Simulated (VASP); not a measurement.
# SbMo (Fm-3m) in VASP: a series of runs

The runs below take SbMo through single point, with PBEsol.

Everything below comes from runs of VASP 6.6.1. Logs are shortened: lines on timing, memory, paths and dates and some standing lists are left out, and cuts for length are marked.

## Step 1: The cell of the first run

Symmetry: Fm-3m, No. 225, cubic system. The conventional cell has a = 5.377 Å, b = 5.377 Å, c = 5.377 Å, α = 90.00°, β = 90.00°, γ = 90.00°. Within 3.5 Å of Mo (site symmetry m-3m) lie 6 Sb at 2.69 Å. Sb (site symmetry m-3m) has 6 Mo at 2.69 Å within 3.5 Å.

## Step 2: Single point, PBEsol (volume scaled by 0.960)

File INCAR:

```
SYSTEM = SbMo
ALGO     = Normal         ! electronic algorithm
EDIFF    = 1E-7           ! SCF threshold, eV
ENCUT    = 520            ! plane-wave cutoff, eV
GGA      = PS             ! functional
ISIF     = 2              ! what is computed and relaxed
ISMEAR   = 0              ! smearing method
LASPH    = .TRUE.         ! aspherical terms in the spheres
LCHARG   = .FALSE.        ! write CHGCAR
LREAL    = .FALSE.        ! projectors in reciprocal space
LWAVE    = .FALSE.        ! write WAVECAR
NBANDS   = 16             ! bands
NELM     = 60             ! most SCF steps
PREC     = Accurate       ! precision mode
SIGMA    = 0.05           ! smearing width, eV
```

File KPOINTS:

```
k-points
0
G
  10 10 10
  0 0 0
```

File POSCAR:

```
SbMo
1.0
    0.0000000000      2.6885015438      2.6885015438
    2.6885015438      0.0000000000      2.6885015438
    2.6885015438      2.6885015438      0.0000000000
Mo Sb
1 1
Direct
    0.5000000000      0.5000000000      0.5000000000
    0.0000000000      0.0000000000      0.0000000000
```

Potentials or basis: VASP PAW PBE potentials, release 64 (Mo_sv, Sb).

Run with:

```bash
> cat potpaw_PBE.64/Mo_sv/POTCAR potpaw_PBE.64/Sb/POTCAR > POTCAR
> mpirun -np 1 vasp_std > vasp.out
```

OUTCAR:

```text
SYSTEM = SbMo
   EDIFF = 1E-7
   ENCUT = 520
   GGA = PS
   ISIF = 2
   ISMEAR = 0
   LASPH = .TRUE.
   LREAL = .FALSE.
   NELM = 60
   PREC = Accurate

 ion  position               nearest neighbor table
   1  0.500  0.500  0.500-   2 2.69   2 2.69   2 2.69   2 2.69   2 2.69   2 2.69
   2  0.000  0.000  0.000-   1 2.69   1 2.69   1 2.69   1 2.69   1 2.69   1 2.69

  LATTYP: Found a face centered cubic cell.
 ALAT       =     5.3770030876

  Lattice vectors:

 A1 = (   0.0000000000,   2.6885015438,   2.6885015438)
 A2 = (   2.6885015438,   0.0000000000,   2.6885015438)
 A3 = (   2.6885015438,   2.6885015438,   0.0000000000)

Analysis of symmetry for initial positions (statically):
=====================================================================
 Subroutine PRICEL returns:
 Original cell was already a primitive cell.

 Routine SETGRP: Setting up the symmetry group for a
 face centered cubic supercell.

 Subroutine GETGRP returns: Found 48 space group operations
 (whereof 48 operations were pure point group operations)
 out of a pool of 48 trial point group operations.

The static configuration has the point symmetry O_h .

Analysis of symmetry for dynamics (positions and initial velocities):
=====================================================================
 Subroutine PRICEL returns:
 Original cell was already a primitive cell.

 Routine SETGRP: Setting up the symmetry group for a
 face centered cubic supercell.

 Subroutine GETGRP returns: Found 48 space group operations
 (whereof 48 operations were pure point group operations)
 out of a pool of 48 trial point group operations.

The dynamic configuration has the point symmetry O_h .

 Subroutine INISYM returns: Found 48 space group operations
 (whereof 48 operations are pure point group operations),
 and found     1 'primitive' translations

----------------------------------------------------------------------------------------

                                     Primitive cell

  volume of cell :      38.8652

  direct lattice vectors                    reciprocal lattice vectors
     0.000000000  2.688501544  2.688501544    -0.185977204  0.185977204  0.185977204
     2.688501544  0.000000000  2.688501544     0.185977204 -0.185977204  0.185977204
     2.688501544  2.688501544  0.000000000     0.185977204  0.185977204 -0.185977204

  length of vectors
     3.802115346  3.802115346  3.802115346     0.322121966  0.322121966  0.322121966

  position of ions in fractional coordinates (direct lattice)
     0.500000000  0.500000000  0.500000000
     0.000000000  0.000000000  0.000000000

  ion indices of the primitive-cell ions
   primitive index   ion index
                 1           1
                 2           2

----------------------------------------------------------------------------------------

 KPOINTS: k-points

Automatic generation of k-mesh.
 Grid dimensions read from file:
 generate k-points for:   10   10   10

 Generating k-lattice:

  Cartesian coordinates                     Fractional coordinates (reciprocal lattice)
    -0.018597720  0.018597720  0.018597720     0.100000000  0.000000000  0.000000000
     0.018597720 -0.018597720  0.018597720     0.000000000  0.100000000  0.000000000
     0.018597720  0.018597720 -0.018597720     0.000000000  0.000000000  0.100000000

  Length of vectors
     0.032212197  0.032212197  0.032212197

  Shift w.r.t. Gamma in fractional coordinates (k-lattice)
     0.000000000  0.000000000  0.000000000

 Subroutine IBZKPT returns following result:
 ===========================================

 Found     47 irreducible k-points:

 Following reciprocal coordinates:
            Coordinates               Weight
  0.000000  0.000000  0.000000      1.000000
  0.100000  0.000000  0.000000      8.000000
  0.200000  0.000000  0.000000      8.000000
  0.300000  0.000000  0.000000      8.000000
  0.400000  0.000000  0.000000      8.000000
  0.500000  0.000000  0.000000      4.000000
[... 16 lines left out ...]
  0.300000  0.300000  0.000000      6.000000
  0.400000  0.300000  0.000000     24.000000
 [... further k-points ...]
   k-points           NKPTS =     47   k-points in BZ     NKDIM =     47   number of bands    NBANDS=     16
   number of dos      NEDOS =    301   number of ions     NIONS =      2
   total plane-waves  NPLWV =  21952
   dimension x,y,z NGX =    28 NGY =   28 NGZ =   28
   dimension x,y,z NGXF=    56 NGYF=   56 NGZF=   56
   ions per type =               1   1
   NGX,Y,Z   is equivalent  to a cutoff of  12.24, 12.24, 12.24 a.u.
   NGXF,Y,Z  is equivalent  to a cutoff of  24.49, 24.49, 24.49 a.u.
 SYSTEM =  SbMo
   PREC   = accura    normal or accurate (medium, high low for compatibility)
   ISTART =      0    job   : 0-new  1-cont  2-samecut
   ICHARG =      2    charge: 1-file 2-atom 10-const
   ISPIN  =      1    spin polarized calculation?
   LNONCOLLINEAR =      F non collinear calculations
   LSORBIT =      F    spin-orbit coupling
   LASPH  =      T    aspherical Exc in radial PAW
   ENCUT  =  520.0 eV  38.22 Ry    6.18 a.u.   7.07  7.07  7.07*2*pi/ulx,y,z
   NELM   =     60;   NELMIN=  2; NELMDL= -5     # of ELM steps
   EDIFF  = 0.1E-06   stopping-criterion for ELM
   LREAL  =      F    real-space projection
   EDIFFG = 0.1E-05   stopping-criterion for IOM
   NSW    =      0    number of steps for IOM
   IBRION =     -1    ionic relax: 0-MD 1-quasi-New 2-CG
   NFREE  =      0    steps in history (QN), initial steepest desc. (CG)
   ISIF   =      2    stress and relaxation
   ISYM   =      2    0-nonsym 1-usesym 2-fastsym
   POTIM  = 0.5000    time-step for ionic-motion
   TEBEG  =    0.0;   TEEND  =   0.0 temperature during run
   PSTRESS=    0.0 pullay stress
   NELECT =      19.0000    total number of electrons
   NUPDOWN=      -1.0000    fix difference up-down
   EMIN   =  10.00;   EMAX   =-10.00  energy-range for DOS
   EFERMI =   0.00;   METHOD = LEGACY
   ISMEAR =     0;   SIGMA  =   0.05  broadening in eV -4-tet -1-fermi 0-gaus
   EFERMI_NEDOS =   21; number of points for ismear=-14 and -15
   IALGO  =     38    algorithm
   IMIX   =      4    mixing-type and parameters
     AMIX     =   0.40;   BMIX     =  1.00
     AMIX_MAG =   1.60;   BMIX_MAG =  1.00
  volume/ion in A,a.u.               =      19.43       131.14
  Fermi-wavevector in a.u.,A,eV,Ry     =   1.289652  2.437088 22.629228  1.663201
  Thomas-Fermi vector in A             =   2.421531
   LORBIT       =      0    0 simple, 1 ext, 2 COOP (PROOUT), +10 PAW based schemes
   GGA     = PS    functional components
   LHFCALC =     F    Hartree Fock is set to
   AEXX    =    0.0000 exact exchange contribution
   IVDW    =     0    specifies the selected vdW correction
   LEPSILON=     F    determine dielectric tensor
   LRPA    =     F    only Hartree local field effects (RPA)
 non-spin polarized calculation
 Gauss-broadening in eV      SIGMA  =   0.05
  energy-cutoff  :      520.00
  volume of cell :       38.87
 maximum number of plane-waves:      1059
   NGX = 15   NGY = 15   NGZ = 15

 number of electron      18.9999999 magnetization

 Free energy of the ion-electron system (eV)
  ---------------------------------------------------
  ext. energy  EPLUGINS =         0.00000000
  ---------------------------------------------------
  free energy    TOTEN  =       -14.72951669 eV

  energy without entropy =      -14.72633895  energy(sigma->0) =      -14.72792782

 E-fermi :  11.1002     XC(G=0): -11.9313

 val. band max:       11.0871179256   @ k =   0.5000   0.1000   0.0000
 cond. band min:      11.1143279559   @ k =  -0.3000   0.5000   0.2000
 fundamental gap:      0.0272100303
 Fermi energy:        11.1001715380

 k-point     1 :       0.0000    0.0000    0.0000
  band No.  band energies     occupation
      1     -49.6575      2.00000
      2     -23.8342      2.00000
      3     -23.8342      2.00000
      4     -23.8342      2.00000
      5      -1.3573      2.00000
      6       9.5264      2.00000
[... 8 lines left out ...]
     15      18.5197      0.00000
     16      23.1183      0.00000

 k-point     2 :       0.1000    0.0000    0.0000
  band No.  band energies     occupation
      1     -49.6570      2.00000
      2     -23.8425      2.00000
      3     -23.8340      2.00000
      4     -23.8340      2.00000
      5      -1.1914      2.00000
      6       9.1063      2.00000
[... 8 lines left out ...]
     15      19.1925      0.00000
     16      22.0169      0.00000

 k-point     3 :       0.2000    0.0000    0.0000
  band No.  band energies     occupation
      1     -49.6557      2.00000
      2     -23.8644      2.00000
      3     -23.8336      2.00000
      4     -23.8336      2.00000
      5      -0.7084      2.00000
      6       7.9476      2.00000
[... 8 lines left out ...]
     15      20.0999      0.00000
     16      21.0063      0.00000

 k-point     4 :       0.3000    0.0000    0.0000
  band No.  band energies     occupation
      1     -49.6540      2.00000
      2     -23.8913      2.00000
      3     -23.8331      2.00000
      4     -23.8331      2.00000
      5       0.0395      2.00000
      6       6.4588      2.00000
[... 8 lines left out ...]
     15      19.6229      0.00000
     16      19.6229      0.00000
[... 324 lines left out ...]
 k-point    22 :      -0.2000    0.2000    0.0000
  band No.  band energies     occupation
      1     -49.6533      2.00000
      2     -23.8834      2.00000
      3     -23.8561      2.00000
      4     -23.8297      2.00000
      5       0.2143      2.00000
      6       6.4379      2.00000
[... 8 lines left out ...]
     15      18.8924      0.00000
     16      19.6936      0.00000

 k-point    23 :       0.3000    0.3000    0.0000
  band No.  band energies     occupation
      1     -49.6523      2.00000
      2     -23.8782      2.00000
      3     -23.8537      2.00000
      4     -23.8537      2.00000
      5       0.1792      2.00000
      6       6.2765      2.00000
[... 8 lines left out ...]
     15      19.8042      0.00000
     16      21.8787      0.00000

 k-point    24 :       0.4000    0.3000    0.0000
  band No.  band energies     occupation
      1     -49.6510      2.00000
      2     -23.8918      2.00000
      3     -23.8581      2.00000
      4     -23.8560      2.00000
      5       0.5728      2.00000
      6       6.0614      2.00000
[... 8 lines left out ...]
     15      19.8825      0.00000
     16      22.1313      0.00000

 [... further k-points ...]

------------------------ aborting loop because EDIFF is reached ----------------------------------------

  FORCE on cell =-STRESS in cart. coord.  units (eV):
  Direction    XX          YY          ZZ          XY          YZ          ZX
  --------------------------------------------------------------------------------------
  -------------------------------------------------------------------------------------
  Total        1.5220239      1.5220239      1.5220239      0.0000000     -0.0000000      0.0000000
  in kB       62.7438539     62.7438539     62.7438539      0.0000000     -0.0000000      0.0000000
  external PRESSURE =      62.7438539 kB  Pullay stress =       0.0000000 kB

 VOLUME and BASIS-vectors are now :
 -----------------------------------------------------------------------------
  energy-cutoff  :      520.00
  volume of cell :       38.87
      direct lattice vectors                 reciprocal lattice vectors
     0.000000000  2.688501544  2.688501544    -0.185977204  0.185977204  0.185977204
     2.688501544  0.000000000  2.688501544     0.185977204 -0.185977204  0.185977204
     2.688501544  2.688501544  0.000000000     0.185977204  0.185977204 -0.185977204

 POSITION                                       TOTAL-FORCE (eV/Angst)
 -----------------------------------------------------------------------------------
      2.68850      2.68850      2.68850        -0.000000     -0.000000      0.000000
      0.00000      0.00000      0.00000         0.000000      0.000000      0.000000
 -----------------------------------------------------------------------------------
    total drift:                                0.000000      0.000000      0.000000

  FREE ENERGIE OF THE ION-ELECTRON SYSTEM (eV)
  ---------------------------------------------------
  free  energy   TOTEN  =       -14.7295166892 eV

  energy  without entropy=      -14.7263389524  energy(sigma->0) =      -14.72792782
```

Wall time 41 s (1 thread of Intel Xeon 8259CL, shared host); peak memory 0.18 GiB.

What came out:

* Free energy: -14.7295 eV
* Pressure: 6.3 GPa

Caveat: the PAW data sets were made with another functional, which shifts forces and pressure a little; spin-orbit coupling is left out, which moves the levels of the heavy elements.

## Step 3: Single point, PBEsol (volume scaled by 0.980)

File INCAR:

```
ALGO = Normal
EDIFF = 1E-7
ENCUT = 520
GGA = PS
ISIF = 2
ISMEAR = 0
LASPH = T
LCHARG = T
LELF = T
LREAL = F
LVHAR = T
LWAVE = F
NBANDS = 16
NELM = 80
PREC = Accurate
SIGMA = 0.05
```

File KPOINTS:

```
k-points
0
Gamma
  10 10 10
```

File POSCAR:

```
SbMo
1.0
    0.0000000000      2.7070435197      2.7070435197
    2.7070435197      0.0000000000      2.7070435197
    2.7070435197      2.7070435197      0.0000000000
Mo Sb
1 1
Direct
    0.5000000000      0.5000000000      0.5000000000
    0.0000000000      0.0000000000      0.0000000000
```

Potentials or basis: VASP PAW PBE potentials, release 64 (Mo_sv, Sb).

Run with:

```bash
> cat potpaw_PBE.64/Mo_sv/POTCAR potpaw_PBE.64/Sb/POTCAR > POTCAR
> mpirun -np 1 vasp_std > vasp.out
```

Wall time 43 s (1 thread of Intel Xeon 8259CL, shared host); peak memory 0.18 GiB.

Results (log left out):

* Free energy: -14.7529 eV
* Pressure: 3.0 GPa

Levels at points of the mesh, in eV from the Fermi level:
```tsv
k point	band 8	band 9	band 10	band 11	band 12	band 13
(0.00, 0.00, 0.00)	-1.52	-1.02	-1.02	1.32	1.32	1.32
(0.50, 0.00, 0.00)	-3.83	-0.05	-0.05	0.73	3.97	6.48
(0.50, 0.50, 0.00)	-1.34	-1.34	-0.30	0.55	0.55	1.66
```

Caveat: the PAW data sets were made with another functional, which shifts forces and pressure a little; spin-orbit coupling is left out, which moves the levels of the heavy elements.

## Step 4: Single point, PBEsol (volume scaled by 1.020)

File INCAR:

```
SYSTEM = SbMo
PREC = Accurate
ENCUT = 520
EDIFF = 1E-6
ISMEAR = 0
SIGMA = 0.05
LREAL = .FALSE.
LASPH = .TRUE.
NELM = 80
ALGO = Normal
ISIF = 2
LWAVE = .FALSE.
LCHARG = .TRUE.
GGA = PS
LELF = .TRUE.
LVHAR = .TRUE.
NBANDS = 16
```

File KPOINTS:

```
Automatic mesh
0
G
  10 10 10
  0 0 0
```

File POSCAR:

```
SbMo
1.0
    0.0000000000      2.7433840107      2.7433840107
    2.7433840107      0.0000000000      2.7433840107
    2.7433840107      2.7433840107      0.0000000000
Mo Sb
1 1
Direct
    0.5000000000      0.5000000000      0.5000000000
    0.0000000000      0.0000000000      0.0000000000
```

Run with:

```bash
> cat potpaw_PBE.64/Mo_sv/POTCAR potpaw_PBE.64/Sb/POTCAR > POTCAR
> mpirun -np 1 vasp_std > vasp.out
```

It took 52 s on 1 thread of Intel Xeon 8259CL, shared host; peak memory 0.19 GiB.

It converged, with:

- Free energy: -14.7542 eV
- Pressure: -2.6 GPa

Levels at points of the mesh, in eV from the Fermi level:
```
           k point  band 6  band 7  band 8  band 9  band 10  band 11  band 12  band 13  band 14  band 15
(0.00, 0.00, 0.00)   -1.43   -1.43   -1.43   -0.98    -0.98     1.21     1.21     1.21     6.64     6.98
(0.50, 0.00, 0.00)   -6.35   -3.67   -3.67   -0.04    -0.04     0.68     3.90     6.33     6.33     6.48
(0.50, 0.50, 0.00)   -4.59   -2.79   -1.33   -1.33    -0.31     0.51     0.51     1.52     4.03     8.83
```

Caveat: the PAW data sets were made with another functional, which shifts forces and pressure a little; spin-orbit coupling is left out, which moves the levels of the heavy elements.

## Step 5: Summary

| cell | gap on the mesh (eV) | pressure (GPa) |
| --- | --- | --- |
| a = 3.802 Å, angles 60.0°, 2 atoms | none | 6.3 |
| a = 3.828 Å, angles 60.0°, 2 atoms | none | 3.0 |
| a = 3.880 Å, angles 60.0°, 2 atoms | none | -2.6 |

Alike in all rows: task single point; level PBEsol; potentials or basis VASP PAW PBE potentials, release 64 (Mo_sv, Sb); no spin polarisation; k mesh 10 × 10 × 10; cutoff (eV) 520; smearing gaussian 0.05 eV.

Caveats: the PAW data sets were made with another functional, which shifts forces and pressure a little; spin-orbit coupling is left out, which moves the levels of the heavy elements.

Absolute energies hang on the potentials; compare differences alone.
